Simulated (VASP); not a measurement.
# AlN (P6_3mc) in VASP: further runs

AlN is run at these levels: LDA; tasks: single point.

Program: VASP 6.6.1. These are calculated values, not measurements. Logs are shortened: lines on timing, memory, paths and dates and some standing lists are left out, and cuts for length are marked.

**1. The cell of the first run**

Symmetry: P6_3mc, No. 186, hexagonal system. Conventional cell: a = 2.983 Å, b = 2.983 Å, c = 4.773 Å, α = 90.00°, β = 90.00°, γ = 120.00°. Al (site symmetry 3m) has 4 N at 1.81 to 1.82 Å within 2.4 Å. N (site symmetry 3m) has 4 Al at 1.81 to 1.82 Å within 2.4 Å.

**2. Single point, LDA**

INCAR

```
PREC = Accurate
ENCUT = 600
EDIFF = 1E-6
ISMEAR = 0
SIGMA = 0.01
LREAL = F
LASPH = T
NELM = 120
ALGO = Normal
ISIF = 2
LWAVE = F
LCHARG = F
NBANDS = 16
GGA_COMPAT = F
```

KPOINTS

```
regular mesh
0
Gamma
  7 7 4
```

POSCAR

```
AlN
1.0
    2.9831380030      0.0000000000      0.0000000000
   -1.4915690015      2.5834732917      0.0000000000
    0.0000000000      0.0000000000      4.7732124616
Al N
2 2
Direct
    0.3333333333      0.6666666667      0.0000000000
    0.6666666667      0.3333333333      0.5000000000
    0.3333333333      0.6666666667      0.3800000000
    0.6666666667      0.3333333333      0.8800000000
```

Potentials or basis: VASP PAW LDA potentials, release 64 (Al, N).

Command:

```sh
> cat potpaw_LDA.64/Al/POTCAR potpaw_LDA.64/N/POTCAR > POTCAR
> mpirun -np 1 vasp_std > vasp.out
```

OUTCAR:

```text
PREC = Accurate
   ENCUT = 600
   EDIFF = 1E-6
   ISMEAR = 0
   LREAL = F
   LASPH = T
   NELM = 120
   ISIF = 2

 ion  position               nearest neighbor table
   1  0.333  0.667  0.000-   3 1.81   4 1.82   4 1.82   4 1.82   2 2.94   2 2.94   2 2.94   2 2.94
                             2 2.94   2 2.94
   2  0.667  0.333  0.500-   4 1.81   3 1.82   3 1.82   3 1.82   1 2.94   1 2.94   1 2.94   1 2.94
                             1 2.94   1 2.94
   3  0.333  0.667  0.380-   1 1.81   2 1.82   2 1.82   2 1.82
   4  0.667  0.333  0.880-   2 1.81   1 1.82   1 1.82   1 1.82

  LATTYP: Found a hexagonal cell.
 ALAT       =     2.9831380030
 C/A-ratio  =     1.6000642467

  Lattice vectors:

 A1 = (   2.9831380030,   0.0000000000,   0.0000000000)
 A2 = (  -1.4915690015,   2.5834732917,   0.0000000000)
 A3 = (   0.0000000000,   0.0000000000,   4.7732124616)

Analysis of symmetry for initial positions (statically):
=====================================================================
 Subroutine PRICEL returns:
 Original cell was already a primitive cell.

 Routine SETGRP: Setting up the symmetry group for a
 hexagonal supercell.

 Subroutine GETGRP returns: Found 12 space group operations
 (whereof  6 operations were pure point group operations)
 out of a pool of 24 trial point group operations.

The static configuration has the point symmetry C_3v.
 The point group associated with its full space group is C_6v.

Analysis of symmetry for dynamics (positions and initial velocities):
=====================================================================
 Subroutine PRICEL returns:
 Original cell was already a primitive cell.

 Routine SETGRP: Setting up the symmetry group for a
 hexagonal supercell.

 Subroutine GETGRP returns: Found 12 space group operations
 (whereof  6 operations were pure point group operations)
 out of a pool of 24 trial point group operations.

The dynamic configuration has the point symmetry C_3v.
 The point group associated with its full space group is C_6v.

 Subroutine INISYM returns: Found 12 space group operations
 (whereof  6 operations are pure point group operations),
 and found     1 'primitive' translations

----------------------------------------------------------------------------------------

                                     Primitive cell

  volume of cell :      36.7865

  direct lattice vectors                    reciprocal lattice vectors
     2.983138003  0.000000000  0.000000000     0.335217479  0.193537902  0.000000000
    -1.491569002  2.583473292  0.000000000     0.000000000  0.387075803  0.000000000
     0.000000000  0.000000000  4.773212462     0.000000000  0.000000000  0.209502512

  length of vectors
     2.983138003  2.983138001  4.773212462     0.387075803  0.387075803  0.209502512

  position of ions in fractional coordinates (direct lattice)
     0.333333333  0.666666667  0.000000000
     0.666666667  0.333333333  0.500000000
     0.333333333  0.666666667  0.380000000
     0.666666667  0.333333333  0.880000000

  ion indices of the primitive-cell ions
   primitive index   ion index
                 1           1
                 2           2
                 3           3
                 4           4

----------------------------------------------------------------------------------------

 KPOINTS: regular mesh

Automatic generation of k-mesh.
 Grid dimensions read from file:
 generate k-points for:    7    7    4

 Generating k-lattice:

  Cartesian coordinates                     Fractional coordinates (reciprocal lattice)
     0.047888211  0.027648272  0.000000000     0.142857143 -0.000000000  0.000000000
     0.000000000  0.055296543  0.000000000     0.000000000  0.142857143  0.000000000
     0.000000000  0.000000000  0.052375628     0.000000000  0.000000000  0.250000000

  Length of vectors
     0.055296543  0.055296543  0.052375628

  Shift w.r.t. Gamma in fractional coordinates (k-lattice)
     0.000000000  0.000000000  0.000000000

 Subroutine IBZKPT returns following result:
 ===========================================

 Found     24 irreducible k-points:

 Following reciprocal coordinates:
            Coordinates               Weight
  0.000000  0.000000  0.000000      1.000000
  0.142857  0.000000  0.000000      6.000000
  0.285714  0.000000  0.000000      6.000000
  0.428571  0.000000  0.000000      6.000000
  0.142857  0.142857  0.000000      6.000000
  0.285714  0.142857  0.000000     12.000000
[... 16 lines left out ...]
  0.428571  0.142857  0.500000      6.000000
  0.285714  0.285714  0.500000      6.000000
   k-points           NKPTS =     24   k-points in BZ     NKDIM =     24   number of bands    NBANDS=     16
   number of dos      NEDOS =    301   number of ions     NIONS =      4
   total plane-waves  NPLWV =  23040
   dimension x,y,z NGX =    24 NGY =   24 NGZ =   40
   dimension x,y,z NGXF=    48 NGYF=   48 NGZF=   80
   ions per type =               2   2
   NGX,Y,Z   is equivalent  to a cutoff of  13.37, 13.37, 13.93 a.u.
   NGXF,Y,Z  is equivalent  to a cutoff of  26.75, 26.75, 27.86 a.u.
 SYSTEM =  unknown system
   PREC   = accura    normal or accurate (medium, high low for compatibility)
   ISTART =      0    job   : 0-new  1-cont  2-samecut
   ICHARG =      2    charge: 1-file 2-atom 10-const
   ISPIN  =      1    spin polarized calculation?
   LNONCOLLINEAR =      F non collinear calculations
   LSORBIT =      F    spin-orbit coupling
   LASPH  =      T    aspherical Exc in radial PAW
   ENCUT  =  600.0 eV  44.10 Ry    6.64 a.u.   5.96  5.96  9.53*2*pi/ulx,y,z
   NELM   =    120;   NELMIN=  2; NELMDL= -5     # of ELM steps
   EDIFF  = 0.1E-05   stopping-criterion for ELM
   LREAL  =      F    real-space projection
   EDIFFG = 0.1E-04   stopping-criterion for IOM
   NSW    =      0    number of steps for IOM
   IBRION =     -1    ionic relax: 0-MD 1-quasi-New 2-CG
   NFREE  =      0    steps in history (QN), initial steepest desc. (CG)
   ISIF   =      2    stress and relaxation
   ISYM   =      2    0-nonsym 1-usesym 2-fastsym
   POTIM  = 0.5000    time-step for ionic-motion
   TEBEG  =    0.0;   TEEND  =   0.0 temperature during run
   PSTRESS=    0.0 pullay stress
   NELECT =      16.0000    total number of electrons
   NUPDOWN=      -1.0000    fix difference up-down
   EMIN   =  10.00;   EMAX   =-10.00  energy-range for DOS
   EFERMI =   0.00;   METHOD = LEGACY
   ISMEAR =     0;   SIGMA  =   0.01  broadening in eV -4-tet -1-fermi 0-gaus
   EFERMI_NEDOS =   21; number of points for ismear=-14 and -15
   IALGO  =     38    algorithm
   IMIX   =      4    mixing-type and parameters
     AMIX     =   0.40;   BMIX     =  1.00
     AMIX_MAG =   1.60;   BMIX_MAG =  1.00
  volume/ion in A,a.u.               =       9.20        62.06
  Fermi-wavevector in a.u.,A,eV,Ry     =   1.240373  2.343964 20.932889  1.538524
  Thomas-Fermi vector in A             =   2.374816
   LORBIT       =      0    0 simple, 1 ext, 2 COOP (PROOUT), +10 PAW based schemes
   GGA     = CA    functional components
   LHFCALC =     F    Hartree Fock is set to
   AEXX    =    0.0000 exact exchange contribution
   IVDW    =     0    specifies the selected vdW correction
   LEPSILON=     F    determine dielectric tensor
   LRPA    =     F    only Hartree local field effects (RPA)
 non-spin polarized calculation
 Gauss-broadening in eV      SIGMA  =   0.01
  energy-cutoff  :      600.00
  volume of cell :       36.79
 maximum number of plane-waves:      1244
 NGX is ok and might be reduce to    24
   NGX = 11   NGY = 11   NGZ = 19

 number of electron      16.0000002 magnetization

 Free energy of the ion-electron system (eV)
  ---------------------------------------------------
  ext. energy  EPLUGINS =         0.00000000
  ---------------------------------------------------
  free energy    TOTEN  =       -32.50137501 eV

  energy without entropy =      -32.50137501  energy(sigma->0) =      -32.50137501

 E-fermi :   7.2058     XC(G=0): -11.8096

 val. band max:        7.1578328377   @ k =   0.0000   0.0000   0.0000
 cond. band min:      12.3589566275   @ k =   0.2857   0.2857   0.0000
 fundamental gap:      5.2011237898
 Fermi energy:         7.2058434287

 k-point     1 :       0.0000    0.0000    0.0000
  band No.  band energies     occupation
      1      -8.6548      2.00000
      2      -6.0061      2.00000
      3       0.5289      2.00000
      4       6.2658      2.00000
      5       6.2658      2.00000
      6       6.9465      2.00000
[... 8 lines left out ...]
     15      21.3613      0.00000
     16      21.3761      0.00000

 k-point     2 :       0.1429    0.0000    0.0000
  band No.  band energies     occupation
      1      -8.3522      2.00000
      2      -5.8329      2.00000
      3       0.8687      2.00000
      4       5.0762      2.00000
      5       5.9206      2.00000
      6       5.9335      2.00000
[... 8 lines left out ...]
     15      20.7562      0.00000
     16      20.8865      0.00000

 k-point     3 :       0.2857    0.0000    0.0000
  band No.  band energies     occupation
      1      -7.5188      2.00000
      2      -5.4569      2.00000
      3       1.8295      2.00000
      4       2.9057      2.00000
      5       4.1827      2.00000
      6       5.3366      2.00000
[... 8 lines left out ...]
     15      20.4768      0.00000
     16      21.9226      0.00000

 k-point     4 :       0.4286    0.0000    0.0000
  band No.  band energies     occupation
      1      -6.4875      2.00000
      2      -5.3344      2.00000
      3       1.4055      2.00000
      4       2.8802      2.00000
      5       3.1430      2.00000
      6       4.9580      2.00000
[... 8 lines left out ...]
     15      20.7491      0.00000
     16      23.7194      0.00000

 k-point     5 :       0.1429    0.1429    0.0000
  band No.  band energies     occupation
      1      -7.7818      2.00000
      2      -5.5537      2.00000
      3       1.5218      2.00000
      4       3.9566      2.00000
      5       4.0875      2.00000
      6       5.7011      2.00000
[... 8 lines left out ...]
     15      20.9909      0.00000
     16      21.5891      0.00000

 k-point     6 :       0.2857    0.1429    0.0000
  band No.  band energies     occupation
      1      -6.8145      2.00000
      2      -5.2883      2.00000
      3       2.1620      2.00000
      4       2.7024      2.00000
      5       3.1794      2.00000
      6       4.6681      2.00000
[... 8 lines left out ...]
     15      20.7862      0.00000
     16      23.0491      0.00000
[... 267 lines left out ...]
 k-point    21 :       0.1429    0.1429    0.5000
  band No.  band energies     occupation
      1      -6.8448      2.00000
      2      -6.8448      2.00000
      3       3.0027      2.00000
      4       3.0027      2.00000
      5       5.3487      2.00000
      6       5.3487      2.00000
[... 8 lines left out ...]
     15      20.9614      0.00000
     16      20.9614      0.00000

 k-point    22 :       0.2857    0.1429    0.5000
  band No.  band energies     occupation
      1      -6.0995      2.00000
      2      -6.0995      2.00000
      3       1.8817      2.00000
      4       1.8817      2.00000
      5       4.6863      2.00000
      6       4.6863      2.00000
[... 8 lines left out ...]
     15      21.4093      0.00000
     16      21.4093      0.00000

 k-point    23 :       0.4286    0.1429    0.5000
  band No.  band energies     occupation
      1      -5.6871      2.00000
      2      -5.6871      2.00000
      3       1.2486      2.00000
      4       1.2486      2.00000
      5       4.3788      2.00000
      6       4.3788      2.00000
[... 8 lines left out ...]
     15      22.0094      0.00000
     16      22.0094      0.00000

 k-point    24 :       0.2857    0.2857    0.5000
  band No.  band energies     occupation
      1      -5.6073      2.00000
      2      -5.6073      2.00000
      3       1.7708      2.00000
      4       1.7708      2.00000
      5       3.2657      2.00000
      6       3.2657      2.00000
[... 8 lines left out ...]
     15      21.4279      0.00000
     16      21.4279      0.00000

------------------------ aborting loop because EDIFF is reached ----------------------------------------

  FORCE on cell =-STRESS in cart. coord.  units (eV):
  Direction    XX          YY          ZZ          XY          YZ          ZX
  --------------------------------------------------------------------------------------
  -------------------------------------------------------------------------------------
  Total        6.3884104      6.3884104      6.5490640      0.0000000      0.0000000      0.0000000
  in kB      278.2372720    278.2372716    285.2342879      0.0000000      0.0000000      0.0000000
  external PRESSURE =     280.5696105 kB  Pullay stress =       0.0000000 kB

 VOLUME and BASIS-vectors are now :
 -----------------------------------------------------------------------------
  energy-cutoff  :      600.00
  volume of cell :       36.79
      direct lattice vectors                 reciprocal lattice vectors
     2.983138003  0.000000000  0.000000000     0.335217479  0.193537902  0.000000000
    -1.491569002  2.583473292  0.000000000     0.000000000  0.387075803  0.000000000
     0.000000000  0.000000000  4.773212462     0.000000000  0.000000000  0.209502512

 POSITION                                       TOTAL-FORCE (eV/Angst)
 -----------------------------------------------------------------------------------
     -0.00000      1.72232      0.00000        -0.000000     -0.000000     -0.231407
      1.49157      0.86116      2.38661        -0.000000      0.000000     -0.231407
     -0.00000      1.72232      1.81382        -0.000000     -0.000000      0.231407
      1.49157      0.86116      4.20043         0.000000      0.000000      0.231407
 -----------------------------------------------------------------------------------
    total drift:                               -0.000000      0.000000     -0.000501

  FREE ENERGIE OF THE ION-ELECTRON SYSTEM (eV)
  ---------------------------------------------------
  free  energy   TOTEN  =       -32.5013750078 eV

  energy  without entropy=      -32.5013750078  energy(sigma->0) =      -32.50137501
```

It took 15 s on 1 thread of AMD EPYC 7R43 (Zen 3), shared host; peak memory 0.11 GiB.

What came out:

- Free energy: -32.5014 eV
- Pressure: 28.1 GPa
- Largest force: 0.231 eV/Å
- Band gap on the k mesh: 5.20 eV, indirect (least direct gap 5.42 eV)

Forces in eV/Å, atoms in the order of the input:
```
Al   0.000  0.000 -0.231
Al   0.000  0.000 -0.231
N    0.000  0.000  0.231
N    0.000  0.000  0.231
```

Stress tensor (GPa, compression positive):
```
27.82  0.00  0.00
 0.00 27.82  0.00
 0.00  0.00 28.52
```

Levels at points of the mesh, in eV from the valence-band top:
| k point | band 5 | band 6 | band 7 | band 8 | band 9 | band 10 | band 11 | band 12 |
| --- | --- | --- | --- | --- | --- | --- | --- | --- |
| (0.00, 0.00, 0.00) | -0.89 | -0.21 | -0.21 | 0.00 | 5.42 | 7.69 | 11.54 | 11.89 |
| (0.00, 0.00, 0.50) | -0.56 | -0.56 | -0.56 | -0.56 | 7.56 | 7.56 | 11.23 | 11.23 |

A k mesh can miss the band edges. A hybrid or GW would open this gap; LDA tends to underestimate it.

**3. Single point, LDA**

This run uses another cell than the first one, of 9.61 Å³/atom, 1.045 times its volume.

INCAR

```
  PREC = Accurate
  ENCUT = 600
  EDIFF = 1E-6
  ISMEAR = 0
  SIGMA = 0.01
  LREAL = False
  LASPH = True
  NELM = 120
  ALGO = Normal
  ISIF = 2
  LWAVE = False
  LCHARG = True
  LELF = True
  LVHAR = True
  NBANDS = 16
  GGA_COMPAT = False
```

KPOINTS is that of step 2.

POSCAR

```
AlN
1.0
    3.0276690160      0.0000000000      0.0000000000
   -1.5138345080      2.6220382802      0.0000000000
    0.0000000000      0.0000000000      4.8444649434
Al N
2 2
Direct
    0.3333333333      0.6666666667      0.0000000000
    0.6666666667      0.3333333333      0.5000000000
    0.3333333333      0.6666666667      0.3800000000
    0.6666666667      0.3333333333      0.8800000000
```

Potentials or basis: VASP PAW LDA potentials, release 64 (Al, N).

Command:

```sh
> cat potpaw_LDA.64/Al/POTCAR potpaw_LDA.64/N/POTCAR > POTCAR
> mpirun -np 1 vasp_std > vasp.out
```

Wall time 18 s (1 thread of AMD EPYC 7R43 (Zen 3), shared host); peak memory 0.11 GiB.

The run converged. Its results:

| Item | Value |
| --- | --- |
| Free energy | -32.7264 eV |
| Pressure | 15.1 GPa |
| Largest force | 0.189 eV/Å |
| Band gap on the k mesh | 5.00 eV, direct |

Forces on the atoms (eV/Å):
```
Al   0.000  0.000 -0.189
Al   0.000  0.000 -0.189
N    0.000  0.000  0.189
N    0.000  0.000  0.189
```

Stress tensor (GPa, compression positive):
```
14.69  0.00  0.00
 0.00 14.69  0.00
 0.00  0.00 15.83
```

Levels at points of the mesh, in eV from the valence-band top:
| k point | band 5 | band 6 | band 7 | band 8 | band 9 | band 10 | band 11 | band 12 |
| --- | --- | --- | --- | --- | --- | --- | --- | --- |
| (0.00, 0.00, 0.00) | -0.87 | -0.20 | -0.20 | 0.00 | 5.00 | 7.28 | 11.16 | 11.56 |
| (0.00, 0.00, 0.50) | -0.55 | -0.55 | -0.55 | -0.55 | 7.16 | 7.16 | 10.85 | 10.85 |

A k mesh can miss the band edges.
